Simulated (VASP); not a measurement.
# Ba8Hf8O25 (a cell with a defect) in VASP: single point with PBEsol

Aim: the single point of Ba8Hf8O25 (a cell with a defect) with PBEsol.

All numbers are computed with VASP 6.6.1; they aren't measurements. Logs are shortened: lines on timing, memory, paths and dates and some standing lists are left out, and cuts for length are marked.

## Step 1: The cell of the first run

The cell holds a defect, 41 atoms: a = 8.315 Å, b = 8.315 Å, c = 8.315 Å, α = 90.00°, β = 90.00°, γ = 90.00°.

## Step 2: Single point, PBEsol

INCAR

```
PREC     = Accurate       # precision mode
ENCUT    = 520            # plane-wave cutoff, eV
EDIFF    = 1E-6           # SCF threshold, eV
ISMEAR   = -1             # smearing method
SIGMA    = 0.05           # smearing width, eV
LREAL    = Auto         
LASPH    = T              # aspherical terms in the spheres
NELM     = 60             # most SCF steps
ALGO     = Normal         # electronic algorithm
ISIF     = 2              # what is computed and relaxed
LWAVE    = F              # write WAVECAR
LCHARG   = T              # write CHGCAR
GGA      = PS             # functional
LELF     = T              # ELF
LVHAR    = T            
ISYM     = 0            
NBANDS   = 181            # bands
```

KPOINTS

```
Automatic mesh
0
Gamma
  1 1 1
  0.25 0.25 0.25
```

POSCAR

```
Ba8Hf8O25
1.0
    8.3151870000      0.0000000000      0.0000000000
    0.0000000000      8.3151870000      0.0000000000
    0.0000000000      0.0000000000      8.3151870000
Ba Hf O
8 8 25
Direct
    0.0050660000      0.0004000000      0.0042420000
    0.0051300000      0.0004150000      0.5074890000
    0.9875770000      0.5007240000      0.9977330000
    0.9871350000      0.5007650000      0.5149160000
    0.4952470000      0.0005020000      0.0035010000
    0.4954450000      0.0002860000      0.5068130000
    0.5129070000      0.5002430000      0.9961510000
    0.5127420000      0.4998830000      0.5134800000
    0.2501310000      0.2468180000      0.2555510000
    0.2502460000      0.2488660000      0.7556080000
    0.2501400000      0.7539870000      0.2555860000
    0.2501220000      0.7519720000      0.7554190000
    0.7501910000      0.2501550000      0.2555490000
    0.7502990000      0.2472860000      0.7555780000
    0.7501050000      0.7506610000      0.2554620000
    0.7500970000      0.7535100000      0.7554800000
    0.2496630000      0.2291540000      0.0033550000
    0.2506920000      0.2293070000      0.5078100000
    0.2506430000      0.7710170000      0.0032140000
    0.2495780000      0.7723030000      0.5076490000
    0.7506250000      0.2524630000      0.0054330000
    0.7497570000      0.2530670000      0.5057880000
    0.7496620000      0.7482810000      0.0052320000
    0.7506930000      0.7478320000      0.5055850000
    0.0013940000      0.2561650000      0.2556960000
    0.9991750000      0.2513060000      0.7551220000
    0.0012940000      0.7443790000      0.2544970000
    0.9989830000      0.7495590000      0.7560430000
    0.4989580000      0.2557010000      0.2555730000
    0.5013540000      0.2516680000      0.7559700000
    0.4988840000      0.7453560000      0.2564460000
    0.5011470000      0.7490690000      0.7548420000
    0.2497170000      0.0004000000      0.2552440000
    0.2504610000      0.0003890000      0.7557930000
    0.2526670000      0.5010310000      0.1685460000
    0.2500490000      0.5003840000      0.7552390000
    0.7505110000      0.0004120000      0.2556960000
    0.7499190000      0.0004010000      0.7551990000
    0.7497150000      0.5004080000      0.2551760000
    0.7503960000      0.5004240000      0.7557310000
    0.2479790000      0.4997380000      0.3429130000
```

Potentials or basis: VASP PAW PBE potentials, release 64 (Ba_sv, Hf_pv, O).

Command:

```console
cat potpaw_PBE.64/Ba_sv/POTCAR potpaw_PBE.64/Hf_pv/POTCAR potpaw_PBE.64/O/POTCAR > POTCAR
mpirun -np 1 vasp_std > vasp.out
```

OUTCAR:

```text
PREC = Accurate
   ENCUT = 520
   EDIFF = 1E-6
   ISMEAR = -1
   LREAL = Auto
   LASPH = T
   NELM = 60
   ISIF = 2
   GGA = PS
   ISYM = 0

 ion  position               nearest neighbor table
   1  0.005  0.000  0.004-  17 2.78  19 2.79  34 2.90  33 2.91  28 2.93  26 2.94  38 2.96  37 2.98
                            27 2.98  21 2.98  25 2.98  23 2.98  10 3.56  12 3.56   9 3.57  11 3.57
   2  0.005  0.000  0.507-  20 2.78  18 2.79  34 2.90  33 2.92  26 2.93  28 2.94  38 2.96  37 2.98
                            24 2.98  25 2.98  22 2.99  27 2.99  12 3.56  10 3.56  11 3.57   9 3.57
   3  0.988  0.501  0.998-  35 2.62  40 2.82  21 2.85  23 2.86  28 2.89  26 2.89  39 2.91  27 2.95
                            25 2.96  36 2.97  19 3.14  17 3.14  16 3.52  14 3.52  15 3.58  13 3.58
   4  0.987  0.501  0.515-  41 2.60  40 2.81  24 2.84  22 2.85  26 2.88  28 2.88  39 2.93  36 2.96
                            25 2.97  27 2.97  20 3.14  18 3.15  16 3.51  14 3.51  15 3.59  13 3.59
   5  0.495  0.001  0.004-  19 2.79  17 2.79  34 2.90  33 2.92  30 2.93  32 2.94  38 2.96  23 2.98
                            29 2.98  21 2.98  37 2.98  31 2.99  10 3.56  12 3.56   9 3.57  11 3.57
   6  0.495  0.000  0.507-  18 2.79  20 2.79  34 2.90  33 2.92  32 2.94  30 2.94  38 2.96  31 2.97
                            37 2.98  29 2.98  22 2.98  24 2.99  12 3.56  10 3.57  11 3.57   9 3.57
   7  0.513  0.500  0.996-  35 2.60  40 2.81  23 2.85  21 2.86  30 2.88  32 2.88  39 2.92  36 2.96
                            29 2.97  31 2.98  19 3.14  17 3.14  14 3.51  16 3.51  13 3.59  15 3.59
   8  0.513  0.500  0.513-  41 2.62  40 2.82  22 2.85  24 2.86  32 2.89  30 2.89  39 2.91  29 2.96
                            31 2.96  36 2.97  18 3.13  20 3.15  14 3.52  16 3.52  13 3.58  15 3.58
   9  0.250  0.247  0.256-  33 2.05  25 2.07  29 2.07  17 2.10  18 2.10  41 2.23  35 2.23   1 3.57
                             6 3.57   2 3.57   5 3.57   8 3.71   3 3.72   7 3.72   4 3.73
  10  0.250  0.249  0.756-  34 2.07  17 2.07  18 2.07  26 2.09  30 2.09  36 2.09   5 3.56   2 3.56
                             1 3.56   6 3.57   7 3.62   8 3.63   4 3.63   3 3.63
  11  0.250  0.754  0.256-  33 2.05  31 2.07  27 2.07  20 2.10  19 2.10  35 2.22  41 2.24   6 3.57
                             1 3.57   2 3.57   5 3.57   3 3.71   8 3.72   4 3.72   7 3.73
  12  0.250  0.752  0.755-  34 2.07  19 2.07  20 2.07  32 2.09  28 2.09  36 2.09   2 3.56   5 3.56
                             6 3.56   1 3.56   4 3.63   7 3.63   3 3.63   8 3.63
  13  0.750  0.250  0.256-  37 2.08  21 2.08  39 2.08  22 2.08  25 2.09  29 2.09   8 3.58   3 3.58
                             7 3.59   4 3.59   6 3.63   1 3.63   2 3.63   5 3.63
  14  0.750  0.247  0.756-  38 2.05  26 2.07  30 2.07  22 2.08  21 2.08  40 2.10   7 3.51   4 3.51
                             8 3.52   3 3.52   5 3.60   2 3.60   1 3.60   6 3.60
  15  0.750  0.751  0.255-  37 2.08  24 2.08  23 2.08  39 2.08  27 2.09  31 2.09   3 3.58   8 3.58
                             4 3.59   7 3.59   6 3.63   1 3.63   5 3.63   2 3.63
  16  0.750  0.754  0.755-  38 2.05  28 2.07  32 2.07  23 2.08  24 2.08  40 2.10   4 3.51   7 3.51
                             3 3.52   8 3.52   5 3.60   2 3.60   6 3.60   1 3.60
  17  0.250  0.229  0.003-  10 2.07   9 2.10   1 2.78   5 2.79   3 3.14   7 3.14
  18  0.251  0.229  0.508-  10 2.07   9 2.10   6 2.79   2 2.79   8 3.13   4 3.15
  19  0.251  0.771  0.003-  12 2.07  11 2.10   5 2.79   1 2.79   7 3.14   3 3.14
  20  0.250  0.772  0.508-  12 2.07  11 2.10   2 2.78   6 2.79   4 3.14   8 3.15
  21  0.751  0.252  0.005-  14 2.08  13 2.08   3 2.85   7 2.86   1 2.98   5 2.98
  22  0.750  0.253  0.506-  14 2.08  13 2.08   8 2.85   4 2.85   6 2.98   2 2.99
[... 10 lines left out ...]
  33  0.250  0.000  0.255-  11 2.05   9 2.05   1 2.91   2 2.92   5 2.92   6 2.92
  34  0.250  0.000  0.756-  12 2.07  10 2.07   5 2.90   2 2.90   1 2.90   6 2.90
  35  0.253  0.501  0.169-  41 1.45  11 2.22   9 2.23   7 2.60   3 2.62
  36  0.250  0.500  0.755-  10 2.09  12 2.09   4 2.96   7 2.96   8 2.97   3 2.97
  37  0.751  0.000  0.256-  13 2.08  15 2.08   1 2.98   6 2.98   2 2.98   5 2.98
  38  0.750  0.000  0.755-  14 2.05  16 2.05   6 2.96   2 2.96   5 2.96   1 2.96
  39  0.750  0.500  0.255-  15 2.08  13 2.08   3 2.91   8 2.91   7 2.92   4 2.93
  40  0.750  0.500  0.756-  16 2.10  14 2.10   4 2.81   7 2.81   3 2.82   8 2.82
  41  0.248  0.500  0.343-  35 1.45   9 2.23  11 2.24   4 2.60   8 2.62

IMPORTANT INFORMATION: All symmetrisations will be switched off!
NOSYMM: (Re-)initialisation of all symmetry stuff for point group C_1.

----------------------------------------------------------------------------------------

                                     Primitive cell

  volume of cell :     574.9314

  direct lattice vectors                    reciprocal lattice vectors
     8.315187000  0.000000000  0.000000000     0.120261877  0.000000000  0.000000000
     0.000000000  8.315187000  0.000000000     0.000000000  0.120261877  0.000000000
     0.000000000  0.000000000  8.315187000     0.000000000  0.000000000  0.120261877

  length of vectors
     8.315187000  8.315187000  8.315187000     0.120261877  0.120261877  0.120261877

  position of ions in fractional coordinates (direct lattice)
     0.005066000  0.000400000  0.004242000
     0.005130000  0.000415000  0.507489000
     0.987577000  0.500724000  0.997733000
     0.987135000  0.500765000  0.514916000
     0.495247000  0.000502000  0.003501000
     0.495445000  0.000286000  0.506813000
[... 102 lines left out ...]
 ===========================================

 Found      4 irreducible k-points:

 Following reciprocal coordinates:
            Coordinates               Weight
  0.250000  0.250000  0.250000      2.000000
 -0.250000  0.250000  0.250000      2.000000
 -0.250000 -0.250000  0.250000      2.000000
  0.250000 -0.250000  0.250000      2.000000
   k-points           NKPTS =      4   k-points in BZ     NKDIM =      4   number of bands    NBANDS=    181
   number of dos      NEDOS =    301   number of ions     NIONS =     41
   total plane-waves  NPLWV = 262144
   dimension x,y,z NGX =    64 NGY =   64 NGZ =   64
   dimension x,y,z NGXF=   128 NGYF=  128 NGZF=  128
   ions per type =               8   8  25
   NGX,Y,Z   is equivalent  to a cutoff of  12.80, 12.80, 12.80 a.u.
   NGXF,Y,Z  is equivalent  to a cutoff of  25.59, 25.59, 25.59 a.u.
 SYSTEM =  unknown system
   PREC   = accura    normal or accurate (medium, high low for compatibility)
   ISTART =      0    job   : 0-new  1-cont  2-samecut
   ICHARG =      2    charge: 1-file 2-atom 10-const
   ISPIN  =      1    spin polarized calculation?
   LNONCOLLINEAR =      F non collinear calculations
   LSORBIT =      F    spin-orbit coupling
   LASPH  =      T    aspherical Exc in radial PAW
   ENCUT  =  520.0 eV  38.22 Ry    6.18 a.u.  15.46 15.46 15.46*2*pi/ulx,y,z
   NELM   =     60;   NELMIN=  2; NELMDL= -5     # of ELM steps
   EDIFF  = 0.1E-05   stopping-criterion for ELM
   LREAL  =      T    real-space projection
   EDIFFG = 0.1E-04   stopping-criterion for IOM
   NSW    =      0    number of steps for IOM
   IBRION =     -1    ionic relax: 0-MD 1-quasi-New 2-CG
   NFREE  =      0    steps in history (QN), initial steepest desc. (CG)
   ISIF   =      2    stress and relaxation
   ISYM   =      0    0-nonsym 1-usesym 2-fastsym
   POTIM  = 0.5000    time-step for ionic-motion
   TEBEG  =    0.0;   TEEND  =   0.0 temperature during run
   PSTRESS=    0.0 pullay stress
   NELECT =     310.0000    total number of electrons
   NUPDOWN=      -1.0000    fix difference up-down
   EMIN   =  10.00;   EMAX   =-10.00  energy-range for DOS
   EFERMI =   0.00;   METHOD = LEGACY
   ISMEAR =    -1;   SIGMA  =   0.05  broadening in eV -4-tet -1-fermi 0-gaus
   EFERMI_NEDOS =   21; number of points for ismear=-14 and -15
   IALGO  =     38    algorithm
   IMIX   =      4    mixing-type and parameters
     AMIX     =   0.40;   BMIX     =  1.00
     AMIX_MAG =   1.60;   BMIX_MAG =  1.00
  volume/ion in A,a.u.               =      14.02        94.63
  Fermi-wavevector in a.u.,A,eV,Ry     =   1.332468  2.517999 24.156740  1.775470
  Thomas-Fermi vector in A             =   2.461400
   LORBIT       =      0    0 simple, 1 ext, 2 COOP (PROOUT), +10 PAW based schemes
   GGA     = PS    functional components
   LHFCALC =     F    Hartree Fock is set to
   AEXX    =    0.0000 exact exchange contribution
   IVDW    =     0    specifies the selected vdW correction
   LEPSILON=     F    determine dielectric tensor
   LRPA    =     F    only Hartree local field effects (RPA)
 non-spin polarized calculation
  energy-cutoff  :      520.00
  volume of cell :      574.93
 maximum number of plane-waves:     15468
 NGX is ok and might be reduce to    64
   NGX = 31   NGY = 31   NGZ = 31

 number of electron     310.0000042 magnetization

 Free energy of the ion-electron system (eV)
  ---------------------------------------------------
  ext. energy  EPLUGINS =         0.00000000
  ---------------------------------------------------
  free energy    TOTEN  =      -368.25200133 eV

  energy without entropy =     -368.25200133  energy(sigma->0) =     -368.25200133

 E-fermi :   3.8011     XC(G=0): -11.2169

 val. band max:        2.5191257559   @ k =   0.2500  -0.2500   0.2500
 cond. band min:       6.4436955513   @ k =  -0.2500   0.2500   0.2500
 fundamental gap:      3.9245697954
 Fermi energy:         3.8010591418

 k-point     1 :       0.2500    0.2500    0.2500
  band No.  band energies     occupation
      1     -26.7243      2.00000
      2     -26.5611      2.00000
      3     -26.4700      2.00000
      4     -26.4648      2.00000
      5     -26.3771      2.00000
      6     -26.3762      2.00000
[... 669 lines left out ...]
    166       8.1471      0.00000
    167       8.2423      0.00000
 [bands above 167 left out]

------------------------ aborting loop because EDIFF is reached ----------------------------------------

  FORCE on cell =-STRESS in cart. coord.  units (eV):
  Direction    XX          YY          ZZ          XY          YZ          ZX
  --------------------------------------------------------------------------------------
  -------------------------------------------------------------------------------------
  Total        4.7782485      3.6340591      6.3200748     -0.0358412     -0.0290209     -0.1559097
  in kB       13.3156770     10.1271330     17.6123269     -0.0998797     -0.0808735     -0.4344777
  external PRESSURE =      13.6850456 kB  Pullay stress =       0.0000000 kB

 VOLUME and BASIS-vectors are now :
 -----------------------------------------------------------------------------
  energy-cutoff  :      520.00
  volume of cell :      574.93
      direct lattice vectors                 reciprocal lattice vectors
     8.315187000  0.000000000  0.000000000     0.120261877  0.000000000  0.000000000
     0.000000000  8.315187000  0.000000000     0.000000000  0.120261877  0.000000000
     0.000000000  0.000000000  8.315187000     0.000000000  0.000000000  0.120261877

 POSITION                                       TOTAL-FORCE (eV/Angst)
 -----------------------------------------------------------------------------------
      0.04212      0.00333      0.03527        -0.056916     -0.002798     -0.002288
      0.04266      0.00345      4.21987        -0.060970      0.011198     -0.019442
      8.21189      4.16361      8.29634         0.027914     -0.010052     -0.009882
      8.20821      4.16395      4.28162        -0.004764     -0.016050     -0.008552
      4.11807      0.00417      0.02911         0.055401     -0.006967      0.021664
      4.11972      0.00238      4.21424         0.053245      0.001742      0.001639
[... 33 lines left out ...]
      6.23968      4.16112      6.28404        -0.005206     -0.004751      0.000420
      2.06199      4.15541      2.85139         0.072167      0.023098      0.115086
 -----------------------------------------------------------------------------------
    total drift:                               -0.007144     -0.009387     -0.014889

  FREE ENERGIE OF THE ION-ELECTRON SYSTEM (eV)
  ---------------------------------------------------
  free  energy   TOTEN  =      -368.2520013328 eV

  energy  without entropy=     -368.2520013328  energy(sigma->0) =     -368.25200133
```

It took 28 min on 1 thread of Intel Xeon 8259CL, shared host; peak memory 0.73 GiB.

Results:

* Free energy: -368.2520 eV
* Pressure: 1.4 GPa
* Largest force: 0.144 eV/Å
* Band gap on the k mesh: 3.92 eV

Forces on the atoms (eV/Å):
```
Ba  -0.057 -0.003 -0.002
Ba  -0.061  0.011 -0.019
Ba   0.028 -0.010 -0.010
Ba  -0.005 -0.016 -0.009
Ba   0.055 -0.007  0.022
Ba   0.053  0.002  0.002
Ba   0.023  0.011  0.001
Ba  -0.017  0.014  0.014
Hf  -0.005  0.044  0.000
Hf  -0.011 -0.045 -0.015
Hf   0.001 -0.043 -0.001
Hf   0.009  0.042  0.015
Hf   0.008  0.011  0.002
Hf   0.005  0.019  0.003
Hf  -0.006 -0.010  0.000
Hf  -0.010 -0.018  0.000
O    0.010  0.109 -0.006
O   -0.003  0.071  0.011
O   -0.004 -0.071 -0.013
O   -0.004 -0.117  0.005
O   -0.008 -0.025 -0.004
O    0.009 -0.029 -0.013
O   -0.008  0.028  0.010
O    0.003  0.029  0.001
O   -0.006 -0.011 -0.005
O   -0.007 -0.018  0.004
O    0.008  0.020  0.010
O    0.009  0.015 -0.009
O   -0.004 -0.015 -0.006
O   -0.004 -0.017  0.002
O    0.002  0.010 -0.004
O    0.011  0.019  0.004
O    0.005  0.000  0.002
O   -0.004  0.002 -0.001
O   -0.086 -0.019 -0.114
O   -0.002  0.003  0.001
O   -0.005 -0.002  0.002
O    0.001  0.000  0.003
O    0.006 -0.001  0.004
O   -0.005 -0.005  0.000
O    0.072  0.023  0.115
```

Caveat: the PAW data sets were made with another functional, which shifts forces and pressure a little; spin-orbit coupling is left out, which moves the levels of the heavy elements.
